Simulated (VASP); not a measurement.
A run of VASP 6.6.1 is set up as follows.

The input INCAR:

```
SYSTEM = V
ALGO = Normal ; EDIFF = 1E-7
ENCUT = 520 ; GGA = RE
ISIF = 2 ; ISMEAR = 1
ISPIN = 2 ; IVDW = 12
LASPH = .TRUE. ; LCHARG = .FALSE.
LDAU = .TRUE. ; LDAUJ = 0
LDAUL = 2 ; LDAUPRINT = 1
LDAUTYPE = 2 ; LDAUU = 7
LMAXMIX = 4 ; LORBIT = 11
LREAL = .FALSE. ; LWAVE = .FALSE.
MAGMOM = -1.16 ; NBANDS = 16
NELM = 150 ; PREC = Accurate
SIGMA = 0.1
```

File KPOINTS:

```
k-points
0
G
  12 12 12
  0 0 0
```

File POSCAR:

```
V
1.0
    0.0000000000      1.8441236450      1.8441236450
    1.8441236450      0.0000000000      1.8441236450
    1.8441236450      1.8441236450      0.0000000000
V
1
Direct
    0.0000000000      0.0000000000      0.0000000000
```

Potentials or basis: VASP PAW PBE potentials, release 64 (V_sv).

Run with:

```console
$ cat potpaw_PBE.64/V_sv/POTCAR > POTCAR
$ mpirun -np 1 vasp_std > vasp.out
```

Question: Predict the dispersion energy per atom.

Answer: -1.373 eV.

Question: Predict the net moment.

Answer: 0.00 μB per cell.

Question: Predict the pressure.

Answer: 34.9 GPa.

Eigenvalues of the final occupation matrices:
| site | spin | trace | eigenvalues |
| --- | --- | --- | --- |
| site 1 d | 1 | 1.47 | 0.19 0.19 0.36 0.36 0.36 |
| site 1 d | 2 | 1.47 | 0.19 0.19 0.36 0.36 0.36 |

Caveat: three body term missing; the PAW data sets were made with another functional, which shifts forces and pressure a little; pairwise dispersion overbinds metals, which lowers pressure and volume; the U is typed as a test and isn't derived for this compound. The state reached can hang on the start; a lower one may exist.
